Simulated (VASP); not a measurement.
# HfSiO4 (I4_1/amd) in VASP: single point with PBEsol

Aim: the single point of HfSiO4 with PBEsol.

All numbers are computed with VASP 6.6.1; they aren't measurements. Logs are shortened: lines on timing, memory, paths and dates and some standing lists are left out, and cuts for length are marked.

**1. The cell of the first run**

It takes space group I4_1/amd (No. 141, tetragonal). The conventional cell has a = 6.582 Å, b = 6.582 Å, c = 5.966 Å, α = 90.00°, β = 90.00°, γ = 90.00°. Within 2.8 Å of Hf (site symmetry -4m2) lie 8 O at 2.11 to 2.25 Å. Si (site symmetry -4m2) has 4 O at 1.63 Å within 2.2 Å. O (site symmetry m) has 1 Si at 1.63 Å and 1 Hf at 2.11 Å within 2.2 Å.

**2. Single point, PBEsol**

Contents of INCAR:

```
SYSTEM = HfSiO4
PREC = Accurate ; ENCUT = 520
EDIFF = 1E-6 ; ISMEAR = 0
SIGMA = 0.02 ; LREAL = .FALSE.
LASPH = .TRUE. ; NELM = 80
ALGO = Normal ; ISIF = 2
LWAVE = .FALSE. ; LCHARG = .FALSE.
GGA = PS ; NBANDS = 50
```

Contents of KPOINTS:

```
regular mesh
0
G
  6 6 6
  0 0 0
```

Contents of POSCAR:

```
HfSiO4
1.0
   -3.2909133274      3.2909133274      2.9829767987
    3.2909133274     -3.2909133274      2.9829767987
    3.2909133274      3.2909133274     -2.9829767987
Hf Si O
2 2 8
Direct
    0.7500000000      0.2500000000      0.5000000000
    0.0000000000      0.0000000000      0.0000000000
    0.2500000000      0.7500000000      0.5000000000
    0.5000000000      0.5000000000      0.0000000000
    0.1333548340      0.3181879577      0.8151668763
    0.0681879577      0.7530210814      0.6848331237
    0.5030210814      0.3181879577      0.1848331237
    0.0681879577      0.3833548340      0.3151668763
    0.6166451660      0.9318120423      0.6848331237
    0.6818120423      0.8666451660      0.1848331237
    0.2469789186      0.9318120423      0.3151668763
    0.6818120423      0.4969789186      0.8151668763
```

Potentials or basis: VASP PAW PBE potentials, release 64 (Hf_pv, Si, O).

The run is started by

```console
$ cat potpaw_PBE.64/Hf_pv/POTCAR potpaw_PBE.64/Si/POTCAR potpaw_PBE.64/O/POTCAR > POTCAR
$ mpirun -np 1 vasp_std > vasp.out
```

OUTCAR:

```text
SYSTEM = HfSiO4
   PREC = Accurate
   ENCUT = 520
   EDIFF = 1E-6
   ISMEAR = 0
   LREAL = .FALSE.
   LASPH = .TRUE.
   NELM = 80
   ISIF = 2
   GGA = PS

 ion  position               nearest neighbor table
   1  0.750  0.250  0.500-   7 2.11  12 2.11  10 2.11   5 2.11   6 2.25  11 2.25   9 2.25   8 2.25
                             3 2.98   3 2.98   2 3.61   2 3.61   2 3.61   2 3.61
   2  0.000  0.000  0.000-   6 2.11  11 2.11   9 2.11   8 2.11   7 2.25  12 2.25   5 2.25  10 2.25
                             4 2.98   4 2.98   1 3.61   1 3.61   1 3.61   1 3.61
   3  0.250  0.750  0.500-   8 1.63   9 1.63   6 1.63  11 1.63   1 2.98   1 2.98
   4  0.500  0.500  0.000-   5 1.63  10 1.63   7 1.63  12 1.63   2 2.98   2 2.98
   5  0.133  0.318  0.815-   4 1.63   1 2.11   2 2.25
   6  0.068  0.753  0.685-   3 1.63   2 2.11   1 2.25
   7  0.503  0.318  0.185-   4 1.63   1 2.11   2 2.25
   8  0.068  0.383  0.315-   3 1.63   2 2.11   1 2.25
   9  0.617  0.932  0.685-   3 1.63   2 2.11   1 2.25
  10  0.682  0.867  0.185-   4 1.63   1 2.11   2 2.25
  11  0.247  0.932  0.315-   3 1.63   2 2.11   1 2.25
  12  0.682  0.497  0.815-   4 1.63   1 2.11   2 2.25

  LATTYP: Found a body centered tetragonal cell.
 ALAT       =     6.5818266548
 C/A-ratio  =     0.9064282471

  Lattice vectors:

 A1 = (  -3.2909133274,   3.2909133274,   2.9829767987)
 A2 = (   3.2909133274,  -3.2909133274,   2.9829767987)
 A3 = (   3.2909133274,   3.2909133274,  -2.9829767987)

Analysis of symmetry for initial positions (statically):
=====================================================================
 Subroutine PRICEL returns:
 Original cell was already a primitive cell.

 Routine SETGRP: Setting up the symmetry group for a
 body centered tetragonal supercell.

 Subroutine GETGRP returns: Found 16 space group operations
 (whereof  8 operations were pure point group operations)
 out of a pool of 16 trial point group operations.

The static configuration has the point symmetry D_2d.
 The point group associated with its full space group is D_4h.

Analysis of symmetry for dynamics (positions and initial velocities):
=====================================================================
 Subroutine PRICEL returns:
 Original cell was already a primitive cell.

 Routine SETGRP: Setting up the symmetry group for a
 body centered tetragonal supercell.

 Subroutine GETGRP returns: Found 16 space group operations
 (whereof  8 operations were pure point group operations)
 out of a pool of 16 trial point group operations.

[... 129 lines left out ...]
   POTIM  = 0.5000    time-step for ionic-motion
   TEBEG  =    0.0;   TEEND  =   0.0 temperature during run
   PSTRESS=    0.0 pullay stress
   NELECT =      76.0000    total number of electrons
   NUPDOWN=      -1.0000    fix difference up-down
   EMIN   =  10.00;   EMAX   =-10.00  energy-range for DOS
   EFERMI =   0.00;   METHOD = LEGACY
   ISMEAR =     0;   SIGMA  =   0.02  broadening in eV -4-tet -1-fermi 0-gaus
   EFERMI_NEDOS =   21; number of points for ismear=-14 and -15
   IALGO  =     38    algorithm
   IMIX   =      4    mixing-type and parameters
     AMIX     =   0.40;   BMIX     =  1.00
     AMIX_MAG =   1.60;   BMIX_MAG =  1.00
  volume/ion in A,a.u.               =      10.77        72.67
  Fermi-wavevector in a.u.,A,eV,Ry     =   1.371614  2.591974 25.596964  1.881324
  Thomas-Fermi vector in A             =   2.497295
   LORBIT       =      0    0 simple, 1 ext, 2 COOP (PROOUT), +10 PAW based schemes
   GGA     = PS    functional components
   LHFCALC =     F    Hartree Fock is set to
   AEXX    =    0.0000 exact exchange contribution
   IVDW    =     0    specifies the selected vdW correction
   LEPSILON=     F    determine dielectric tensor
   LRPA    =     F    only Hartree local field effects (RPA)
 non-spin polarized calculation
 Gauss-broadening in eV      SIGMA  =   0.02
  energy-cutoff  :      520.00
  volume of cell :      129.22
 maximum number of plane-waves:      3503
 NGX is ok and might be reduce to    42
   NGX = 21   NGY = 21   NGZ = 21

 number of electron      76.0000005 magnetization

 Free energy of the ion-electron system (eV)
  ---------------------------------------------------
  ext. energy  EPLUGINS =         0.00000000
  ---------------------------------------------------
  free energy    TOTEN  =      -113.44878120 eV

  energy without entropy =     -113.44878120  energy(sigma->0) =     -113.44878120

 E-fermi :   3.3434     XC(G=0): -11.3441

 val. band max:        3.1523411740   @ k =   0.0000   0.0000   0.0000
 cond. band min:       8.4919738136   @ k =   0.3333   0.3333   0.1667
 fundamental gap:      5.3396326396
 Fermi energy:         3.3434274513

 k-point     1 :       0.0000    0.0000    0.0000
  band No.  band energies     occupation
      1     -26.0770      2.00000
      2     -26.0770      2.00000
      3     -26.0011      2.00000
      4     -25.9902      2.00000
      5     -25.8937      2.00000
      6     -25.8937      2.00000
[... 1261 lines left out ...]
     49      11.9902      0.00000
     50      12.6613      0.00000

 [... further k-points ...]
[... 5 lines left out ...]
  --------------------------------------------------------------------------------------
  -------------------------------------------------------------------------------------
  Total       -1.1971930     -1.1971930     -0.7808866      0.0000000     -0.0000000      0.0000000
  in kB      -14.8433528    -14.8433528     -9.6817930      0.0000000     -0.0000000      0.0000000
  external PRESSURE =     -13.1228329 kB  Pullay stress =       0.0000000 kB

 VOLUME and BASIS-vectors are now :
 -----------------------------------------------------------------------------
  energy-cutoff  :      520.00
  volume of cell :      129.22
      direct lattice vectors                 reciprocal lattice vectors
    -3.290913327  3.290913327  2.982976799     0.000000000  0.151933506  0.167617797
     3.290913327 -3.290913327  2.982976799     0.151933506  0.000000000  0.167617797
     3.290913327  3.290913327 -2.982976799     0.151933506  0.151933506  0.000000000

 POSITION                                       TOTAL-FORCE (eV/Angst)
 -----------------------------------------------------------------------------------
      0.00000      3.29091      1.49149        -0.000000      0.000000     -0.000000
      0.00000      0.00000      0.00000        -0.000000      0.000000     -0.000000
      3.29091      0.00000      1.49149        -0.000000      0.000000     -0.000000
      0.00000      0.00000      2.98298        -0.000000      0.000000     -0.000000
      3.29091      2.07437     -1.08468        -0.000000     -0.160158     -0.166950
      4.50745     -0.00000      0.40681         0.160158      0.000000     -0.166950
      0.00000      1.21654      1.89829        -0.000000      0.160158     -0.166950
      2.07437     -0.00000      0.40681        -0.160158      0.000000     -0.166950
      3.29091      1.21654      2.57617        -0.000000      0.160158      0.166950
      1.21654      0.00000      4.06766         0.160158      0.000000      0.166950
      3.29091     -1.21654      2.57617        -0.000000     -0.160158      0.166950
      2.07437      3.29091      1.08468        -0.160158      0.000000      0.166950
 -----------------------------------------------------------------------------------
    total drift:                                0.000000      0.000000     -0.000000

  FREE ENERGIE OF THE ION-ELECTRON SYSTEM (eV)
  ---------------------------------------------------
  free  energy   TOTEN  =      -113.4487811966 eV

  energy  without entropy=     -113.4487811966  energy(sigma->0) =     -113.44878120
```

OSZICAR:

```text
N       E                     dE             d eps       ncg     rms          rms(c)
DAV:   1     0.451021641930E+03    0.45102E+03   -0.42214E+04  3000   0.148E+03
DAV:   2    -0.997220195288E+02   -0.55074E+03   -0.53436E+03  3670   0.364E+02
DAV:   3    -0.128462641546E+03   -0.28741E+02   -0.28597E+02  3640   0.804E+01
DAV:   4    -0.128826515187E+03   -0.36387E+00   -0.36332E+00  3920   0.987E+00
DAV:   5    -0.128831106343E+03   -0.45912E-02   -0.45893E-02  3760   0.103E+00    0.741E+01
DAV:   6    -0.113695051013E+03    0.15136E+02   -0.60285E+01  3370   0.349E+01    0.598E+01
DAV:   7    -0.113514120457E+03    0.18093E+00   -0.29981E+00  3800   0.816E+00    0.396E+01
DAV:   8    -0.113488957917E+03    0.25163E-01   -0.44993E-01  3660   0.398E+00    0.101E+01
DAV:   9    -0.113448947786E+03    0.40010E-01   -0.15864E-01  3436   0.205E+00    0.287E+00
DAV:  10    -0.113448839120E+03    0.10867E-03   -0.89878E-03  3788   0.500E-01    0.416E-01
DAV:  11    -0.113448703887E+03    0.13523E-03   -0.95162E-04  3600   0.155E-01    0.388E-01
DAV:  12    -0.113448765521E+03   -0.61635E-04   -0.13443E-04  3656   0.550E-02    0.134E-01
DAV:  13    -0.113448781376E+03   -0.15855E-04   -0.15756E-05  3832   0.213E-02    0.437E-02
DAV:  14    -0.113448781197E+03    0.17975E-06   -0.61484E-07  2288   0.454E-03
   1 F= -.11344878E+03 E0= -.11344878E+03  d E =-.118431E-43
```

It took 2.3 min on 1 thread of Intel Xeon Platinum 8488C (Sapphire Rapids), shared host; peak memory 0.34 GiB.

What came out:

| Property | Result |
| --- | --- |
| Free energy | -113.4488 eV |
| Pressure | -1.3 GPa |
| Largest force | 0.231 eV/Å |
| Band gap on the k mesh | 5.34 eV, indirect (least direct gap 5.69 eV) |

Forces in eV/Å, atoms in the order of the input:
```
Hf   0.000  0.000  0.000
Hf   0.000  0.000  0.000
Si   0.000  0.000  0.000
Si   0.000  0.000  0.000
O    0.000 -0.160 -0.167
O    0.160  0.000 -0.167
O    0.000  0.160 -0.167
O   -0.160  0.000 -0.167
O    0.000  0.160  0.167
O    0.160  0.000  0.167
O    0.000 -0.160  0.167
O   -0.160  0.000  0.167
```

Stress tensor (GPa, compression positive):
```
-1.48  0.00  0.00
 0.00 -1.48  0.00
 0.00  0.00 -0.97
```

Caveat: the PAW data sets were made with another functional, which shifts forces and pressure a little; spin-orbit coupling is left out, which moves the levels of the heavy elements. A k mesh can miss the band edges.
